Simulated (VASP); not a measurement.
# Ti (Fm-3m) in VASP: a series of runs

The runs below take Ti through single point, with LDA.

Program: VASP 6.6.1. These are calculated values, not measurements. Logs are shortened: lines on timing, memory, paths and dates and some standing lists are left out, and cuts for length are marked.

### 1 The cell of the first run

Symmetry: Fm-3m, No. 225, cubic system. Conventional cell: a = 3.919 Å, b = 3.919 Å, c = 3.919 Å, α = 90.00°, β = 90.00°, γ = 90.00°. Within 3.7 Å of Ti (site symmetry m-3m) lie 12 Ti at 2.77 Å.

This isn't the form of Ti at room conditions, which is hcp.

### 2 Single point, LDA, collinear spin (15.05 Å³/atom)

The input, INCAR:

```
PREC = Accurate ; ENCUT = 520
EDIFF = 1E-6 ; ISMEAR = 0
SIGMA = 0.15 ; LREAL = False
LASPH = True ; NELM = 150
ALGO = Normal ; ISIF = 2
LWAVE = False ; LCHARG = True
ISPIN = 2 ; MAGMOM = 0.25
LORBIT = 11 ; NUPDOWN = 0.25
LMAXMIX = 4 ; LELF = True
LVHAR = True ; NBANDS = 16
```

The input, KPOINTS:

```
Automatic mesh
0
Gamma
  22 22 22
```

The input, POSCAR:

```
Ti
1.0
    0.0000000000      1.9596931354      1.9596931354
    1.9596931354      0.0000000000      1.9596931354
    1.9596931354      1.9596931354      0.0000000000
Ti
1
Direct
    0.0000000000      0.0000000000      0.0000000000
```

Potentials or basis: VASP PAW LDA potentials, release 64 (Ti_sv).

The run is started by

```bash
$ cat potpaw_LDA.64/Ti_sv/POTCAR > POTCAR
$ mpirun -np 1 vasp_std > vasp.out
```

OUTCAR:

```text
PREC = Accurate
   ENCUT = 520
   EDIFF = 1E-6
   ISMEAR = 0
   LREAL = False
   LASPH = True
   NELM = 150
   ISIF = 2
   ISPIN = 2
   LORBIT = 11
   NUPDOWN = 0.25

 ion  position               nearest neighbor table
   1  0.000  0.000  0.000-

  LATTYP: Found a face centered cubic cell.
 ALAT       =     3.9193862708

  Lattice vectors:

 A1 = (   0.0000000000,   1.9596931354,   1.9596931354)
 A2 = (   1.9596931354,   0.0000000000,   1.9596931354)
 A3 = (   1.9596931354,   1.9596931354,   0.0000000000)

Analysis of symmetry for initial positions (statically):
=====================================================================
 Subroutine PRICEL returns:
 Original cell was already a primitive cell.

 Routine SETGRP: Setting up the symmetry group for a
 face centered cubic supercell.

 Subroutine GETGRP returns: Found 48 space group operations
 (whereof 48 operations were pure point group operations)
 out of a pool of 48 trial point group operations.

The static configuration has the point symmetry O_h .

Analysis of symmetry for dynamics (positions and initial velocities):
=====================================================================
 Subroutine PRICEL returns:
 Original cell was already a primitive cell.

 Routine SETGRP: Setting up the symmetry group for a
 face centered cubic supercell.

 Subroutine GETGRP returns: Found 48 space group operations
 (whereof 48 operations were pure point group operations)
 out of a pool of 48 trial point group operations.

The dynamic configuration has the point symmetry O_h .

Analysis of structural, dynamic, and magnetic symmetry:
=====================================================================
 Subroutine PRICEL returns:
 Original cell was already a primitive cell.

 Routine SETGRP: Setting up the symmetry group for a
 face centered cubic supercell.

 Subroutine GETGRP returns: Found 48 space group operations
 (whereof 48 operations were pure point group operations)
 out of a pool of 48 trial point group operations.

The overall configuration has the point symmetry O_h .

 Subroutine INISYM returns: Found 48 space group operations
 (whereof 48 operations are pure point group operations),
 and found     1 'primitive' translations

----------------------------------------------------------------------------------------

                                     Primitive cell

  volume of cell :      15.0520

  direct lattice vectors                    reciprocal lattice vectors
     0.000000000  1.959693135  1.959693135    -0.255141987  0.255141987  0.255141987
     1.959693135  0.000000000  1.959693135     0.255141987 -0.255141987  0.255141987
     1.959693135  1.959693135  0.000000000     0.255141987  0.255141987 -0.255141987

  length of vectors
     2.771424610  2.771424610  2.771424610     0.441918884  0.441918884  0.441918884

  position of ions in fractional coordinates (direct lattice)
     0.000000000  0.000000000  0.000000000

  ion indices of the primitive-cell ions
   primitive index   ion index
                 1           1

----------------------------------------------------------------------------------------

 KPOINTS: Automatic mesh

Automatic generation of k-mesh.
 Grid dimensions read from file:
 generate k-points for:   22   22   22

 Generating k-lattice:

  Cartesian coordinates                     Fractional coordinates (reciprocal lattice)
    -0.011597363  0.011597363  0.011597363     0.045454545  0.000000000  0.000000000
     0.011597363 -0.011597363  0.011597363     0.000000000  0.045454545  0.000000000
     0.011597363  0.011597363 -0.011597363     0.000000000  0.000000000  0.045454545

  Length of vectors
     0.020087222  0.020087222  0.020087222

  Shift w.r.t. Gamma in fractional coordinates (k-lattice)
     0.000000000  0.000000000  0.000000000

 Subroutine IBZKPT returns following result:
 ===========================================

 Found    328 irreducible k-points:

 Following reciprocal coordinates:
            Coordinates               Weight
  0.000000  0.000000  0.000000      1.000000
  0.045455  0.000000  0.000000      8.000000
  0.090909  0.000000  0.000000      8.000000
  0.136364  0.000000  0.000000      8.000000
  0.181818  0.000000  0.000000      8.000000
  0.227273  0.000000  0.000000      8.000000
[... 16 lines left out ...]
  0.500000  0.045455  0.000000     24.000000
 -0.454545  0.045455  0.000000     24.000000
 [... further k-points ...]
   k-points           NKPTS =    328   k-points in BZ     NKDIM =    328   number of bands    NBANDS=     16
   number of dos      NEDOS =    301   number of ions     NIONS =      1
   total plane-waves  NPLWV =  13824
   dimension x,y,z NGX =    24 NGY =   24 NGZ =   24
   dimension x,y,z NGXF=    48 NGYF=   48 NGZF=   48
   ions per type =               1
   NGX,Y,Z   is equivalent  to a cutoff of  14.40, 14.40, 14.40 a.u.
   NGXF,Y,Z  is equivalent  to a cutoff of  28.79, 28.79, 28.79 a.u.
 SYSTEM =  unknown system
   PREC   = accura    normal or accurate (medium, high low for compatibility)
   ISTART =      0    job   : 0-new  1-cont  2-samecut
   ICHARG =      2    charge: 1-file 2-atom 10-const
   ISPIN  =      2    spin polarized calculation?
   LNONCOLLINEAR =      F non collinear calculations
   LSORBIT =      F    spin-orbit coupling
   LASPH  =      T    aspherical Exc in radial PAW
   ENCUT  =  520.0 eV  38.22 Ry    6.18 a.u.   5.15  5.15  5.15*2*pi/ulx,y,z
   NELM   =    150;   NELMIN=  2; NELMDL= -5     # of ELM steps
   EDIFF  = 0.1E-05   stopping-criterion for ELM
   LREAL  =      F    real-space projection
   EDIFFG = 0.1E-04   stopping-criterion for IOM
   NSW    =      0    number of steps for IOM
   IBRION =     -1    ionic relax: 0-MD 1-quasi-New 2-CG
   NFREE  =      0    steps in history (QN), initial steepest desc. (CG)
   ISIF   =      2    stress and relaxation
   ISYM   =      2    0-nonsym 1-usesym 2-fastsym
   POTIM  = 0.5000    time-step for ionic-motion
   TEBEG  =    0.0;   TEEND  =   0.0 temperature during run
   PSTRESS=    0.0 pullay stress
   NELECT =      12.0000    total number of electrons
   NUPDOWN=       0.2500    fix difference up-down
   EMIN   =  10.00;   EMAX   =-10.00  energy-range for DOS
   EFERMI =   0.00;   METHOD = LEGACY
   ISMEAR =     0;   SIGMA  =   0.15  broadening in eV -4-tet -1-fermi 0-gaus
   EFERMI_NEDOS =   21; number of points for ismear=-14 and -15
   IALGO  =     38    algorithm
   IMIX   =      4    mixing-type and parameters
     AMIX     =   0.40;   BMIX     =  1.00
     AMIX_MAG =   1.60;   BMIX_MAG =  1.00
  volume/ion in A,a.u.               =      15.05       101.58
  Fermi-wavevector in a.u.,A,eV,Ry     =   1.517996  2.868596 31.352049  2.304311
  Thomas-Fermi vector in A             =   2.627176
   LORBIT       =     11    0 simple, 1 ext, 2 COOP (PROOUT), +10 PAW based schemes
   GGA     = CA    functional components
   LHFCALC =     F    Hartree Fock is set to
   AEXX    =    0.0000 exact exchange contribution
   IVDW    =     0    specifies the selected vdW correction
   LEPSILON=     F    determine dielectric tensor
   LRPA    =     F    only Hartree local field effects (RPA)
 spin polarized calculation
 Gauss-broadening in eV      SIGMA  =   0.15
  energy-cutoff  :      520.00
  volume of cell :       15.05
 maximum number of plane-waves:       419
 NGX is ok and might be reduce to    24
   NGX = 11   NGY = 11   NGZ = 11

 number of electron      12.0000001 magnetization       0.2500000

 Free energy of the ion-electron system (eV)
  ---------------------------------------------------
  ext. energy  EPLUGINS =         0.00000000
  ---------------------------------------------------
  free energy    TOTEN  =        -8.47346596 eV

  energy without entropy =       -8.45724662  energy(sigma->0) =       -8.46535629

 E-fermi :   9.5123     XC(G=0): -12.4846

 val. band max:        9.6893673872   @ k =  -0.3182   0.4091   0.1364
 cond. band min:       9.5125277455   @ k =   0.2273   0.1364   0.0000
 fundamental gap:     -0.1768396417
 Fermi energy:         9.6903647684

 spin component 1

 k-point     1 :       0.0000    0.0000    0.0000
  band No.  band energies     occupation
      1     -46.2890      1.00000
      2     -22.2987      1.00000
      3     -22.2987      1.00000
      4     -22.2987      1.00000
      5       3.1999      1.00000
      6      10.4311      0.00000
[... 8 lines left out ...]
     15      35.0392      0.00000
     16      36.9814      0.00000

 k-point     2 :       0.0455    0.0000    0.0000
  band No.  band energies     occupation
      1     -46.2845      1.00000
      2     -22.3219      1.00000
      3     -22.3014      1.00000
      4     -22.3014      1.00000
      5       3.2774      1.00000
      6      10.3804      0.00000
[... 8 lines left out ...]
     15      35.5257      0.00000
     16      36.9311      0.00000

 k-point     3 :       0.0909    0.0000    0.0000
  band No.  band energies     occupation
      1     -46.2712      1.00000
      2     -22.3893      1.00000
      3     -22.3095      1.00000
      4     -22.3095      1.00000
      5       3.5054      1.00000
      6      10.2388      0.00000
[... 8 lines left out ...]
     15      35.6514      0.00000
     16      36.7595      0.00000
[... 362 lines left out ...]
 k-point    23 :       0.5000    0.0455    0.0000
  band No.  band energies     occupation
      1     -46.0587      1.00000
      2     -23.3779      1.00000
      3     -22.4477      1.00000
      4     -22.4386      1.00000
      5       6.6391      1.00000
      6      10.1235      0.00002
[... 8 lines left out ...]
     15      34.4510      0.00000
     16      34.4851      0.00000

 k-point    24 :      -0.4545    0.0455    0.0000
  band No.  band energies     occupation
      1     -46.0603      1.00000
      2     -23.3709      1.00000
      3     -22.4507      1.00000
      4     -22.4337      1.00000
      5       6.6326      1.00000
      6      10.1360      0.00001
[... 8 lines left out ...]
     15      34.3734      0.00000
     16      34.5073      0.00000

 [... further k-points ...]

 spin component 2

 k-point     1 :       0.0000    0.0000    0.0000
  band No.  band energies     occupation
      1     -46.1436      1.00000
      2     -22.1538      1.00000
      3     -22.1538      1.00000
      4     -22.1538      1.00000
      5       3.3636      1.00000
      6      10.5970      0.00000
[... 8 lines left out ...]
     15      35.1823      0.00000
     16      37.1531      0.00000

 k-point     2 :       0.0455    0.0000    0.0000
  band No.  band energies     occupation
      1     -46.1391      1.00000
      2     -22.1770      1.00000
      3     -22.1565      1.00000
      4     -22.1565      1.00000
      5       3.4411      1.00000
      6      10.5465      0.00000
[... 8 lines left out ...]
     15      35.6704      0.00000
     16      37.1027      0.00000

 k-point     3 :       0.0909    0.0000    0.0000
  band No.  band energies     occupation
      1     -46.1258      1.00000
      2     -22.2443      1.00000
      3     -22.1646      1.00000
      4     -22.1646      1.00000
      5       3.6690      1.00000
      6      10.4055      0.00000
[... 8 lines left out ...]
     15      35.8108      0.00000
     16      36.9311      0.00000
[... 362 lines left out ...]
 k-point    23 :       0.5000    0.0455    0.0000
  band No.  band energies     occupation
      1     -45.9136      1.00000
      2     -23.2314      1.00000
      3     -22.3025      1.00000
      4     -22.2934      1.00000
      5       6.8123      1.00000
      6      10.2672      0.00000
[... 8 lines left out ...]
     15      34.6024      0.00000
     16      34.6360      0.00000

 k-point    24 :      -0.4545    0.0455    0.0000
  band No.  band energies     occupation
      1     -45.9152      1.00000
      2     -23.2244      1.00000
      3     -22.3055      1.00000
      4     -22.2886      1.00000
      5       6.8057      1.00000
      6      10.2801      0.00000
[... 8 lines left out ...]
     15      34.5241      0.00000
     16      34.6589      0.00000

 [... further k-points ...]

------------------------ aborting loop because EDIFF is reached ----------------------------------------

  FORCE on cell =-STRESS in cart. coord.  units (eV):
  Direction    XX          YY          ZZ          XY          YZ          ZX
  --------------------------------------------------------------------------------------
  -------------------------------------------------------------------------------------
  Total        0.8020643      0.8020643      0.8020643     -0.0000000      0.0000000     -0.0000000
  in kB       85.3739869     85.3739869     85.3739869     -0.0000000      0.0000000     -0.0000000
  external PRESSURE =      85.3739869 kB  Pullay stress =       0.0000000 kB

 VOLUME and BASIS-vectors are now :
 -----------------------------------------------------------------------------
  energy-cutoff  :      520.00
  volume of cell :       15.05
      direct lattice vectors                 reciprocal lattice vectors
     0.000000000  1.959693135  1.959693135    -0.255141987  0.255141987  0.255141987
     1.959693135  0.000000000  1.959693135     0.255141987 -0.255141987  0.255141987
     1.959693135  1.959693135  0.000000000     0.255141987  0.255141987 -0.255141987

 POSITION                                       TOTAL-FORCE (eV/Angst)
 -----------------------------------------------------------------------------------
      0.00000      0.00000      0.00000         0.000000      0.000000      0.000000
 -----------------------------------------------------------------------------------
    total drift:                               -0.000000      0.000000     -0.000000

  FREE ENERGIE OF THE ION-ELECTRON SYSTEM (eV)
  ---------------------------------------------------
  free  energy   TOTEN  =        -8.4734659603 eV

  energy  without entropy=       -8.4572466249  energy(sigma->0) =       -8.46535629

 total charge

# of ion       s       p       d       tot
------------------------------------------
    1        2.280   6.139   2.053  10.473

 magnetization (x)

# of ion       s       p       d       tot
------------------------------------------
    1        0.002   0.021   0.158   0.181
```

It took 1.8 min on 1 thread of Intel Xeon 8259CL, shared host; peak memory 0.23 GiB.

What came out:

| Item | Value |
| --- | --- |
| Free energy | -8.4735 eV |
| Pressure | 8.5 GPa |
| Net moment | 0.25 μB per cell |
| Site moments | Ti +0.18 μB |
| Valence electrons inside the program's atomic spheres | Ti 10.47 |

Caveat: the cell stands under pressure; the total moment is fixed, so each spin has its own Fermi level and the state may be an excited one.

### 3 Single point, LDA, collinear spin (15.05 Å³/atom)

The input, INCAR:

```
PREC = Accurate
ENCUT = 520
EDIFF = 1E-6
ISMEAR = 0
SIGMA = 0.15
LREAL = F
LASPH = T
NELM = 150
ALGO = Normal
ISIF = 2
LWAVE = F
LCHARG = F
ISPIN = 2
MAGMOM = 1
LORBIT = 11
NUPDOWN = 1.0
LMAXMIX = 4
NBANDS = 16
```

KPOINTS is that of step 2.

POSCAR is that of step 2.

Potentials or basis: VASP PAW LDA potentials, release 64 (Ti_sv).

The run is started by

```bash
$ cat potpaw_LDA.64/Ti_sv/POTCAR > POTCAR
$ mpirun -np 1 vasp_std > vasp.out
```

Run time: 100 s. Hardware: 1 thread of Intel Xeon 8259CL, shared host; peak memory 0.23 GiB.

It converged, with:

* Free energy: -8.2965 eV
* Pressure: 12.8 GPa
* Net moment: 1.00 μB per cell
* Site moments: Ti +0.73 μB
* Valence electrons inside the program's atomic spheres: Ti 10.48

Caveat: the cell stands under pressure; the total moment is fixed, so each spin has its own Fermi level and the state may be an excited one.

[end of part 1 of 2]
